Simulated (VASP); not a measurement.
A run of VASP 6.6.1 is set up as follows.

Contents of INCAR:

```
SYSTEM = Ti
  PREC = Accurate
  ENCUT = 520
  EDIFF = 1E-6
  ISMEAR = 0
  SIGMA = 0.15
  LREAL = .False.
  LASPH = .True.
  NELM = 100
  ALGO = Fast
  ISIF = 2
  LWAVE = .False.
  LCHARG = .False.
  GGA = PS
  NBANDS = 12
```

File KPOINTS:

```
Automatic mesh
0
Gamma
  20 20 20
  0 0 0
```

The input POSCAR:

```
Ti
1.0
    0.0000000000      2.0300000000      2.3345000000
    2.0300000000      0.0000000000      2.3345000000
    2.0300000000      2.0300000000      0.0000000000
Ti
1
Direct
    0.0000000000      0.0000000000      0.0000000000
```

Potentials or basis: VASP PAW PBE potentials, release 64 (Ti_sv).

Launch:

```sh
$ cat potpaw_PBE.64/Ti_sv/POTCAR > POTCAR
$ mpirun -np 1 vasp_std > vasp.out
```

(1) Predict the band gap on the k mesh.

(2) Estimate the pressure.

Answers

(1) zero (bands 6 and 7 overlap by 1.16 eV).

(2) -13.0 GPa.

Caveat: the cell differs from its parent crystal (strain +0.1500 x Voigt [0, 0, 1, 0, 0, 0]); the cell stands under tension; the PAW data sets were made with another functional, which shifts forces and pressure a little.
